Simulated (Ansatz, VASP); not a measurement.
Two plane-wave programs on In

```
CELL_PARAMETERS angstrom
-1.62547 1.62547 2.47370
1.62547 -1.62547 2.47370
1.62547 1.62547 -2.47370
ATOMIC_POSITIONS crystal
In 0.00000 0.00000 0.00000
```

Alike in both runs: functional RPBE; k mesh 11 × 11 × 11; occupations fermi-dirac, width 0.05 eV; no spin polarisation.

|  | VASP | Ansatz |
| --- | --- | --- |
| version | VASP 6.6.1 | Ansatz 0.2.0 |
| potentials or method | VASP PAW PBE potentials, release 64 (In_d) | Ansatz PAW |
| plane-wave cutoff (eV) | 520 | 420 |
| valence electrons in the cell | 13 | 13 |
| task | single point | band structure |

```tsv
	VASP	Ansatz	Ansatz less VASP
gap on the k mesh at the Fermi level (eV)	none	none	-
pressure (GPa)	3.7	3.7	+0.08
traceless stress, the component that is largest in VASP (GPa)	-0.45	-0.45	+0.001
```

VASP's potentials were made for PBE, not for RPBE. A gap of «none» marks a metal or a gap that the smearing closes. The functional is the same, so the differences come from potentials, cutoffs and numerics.
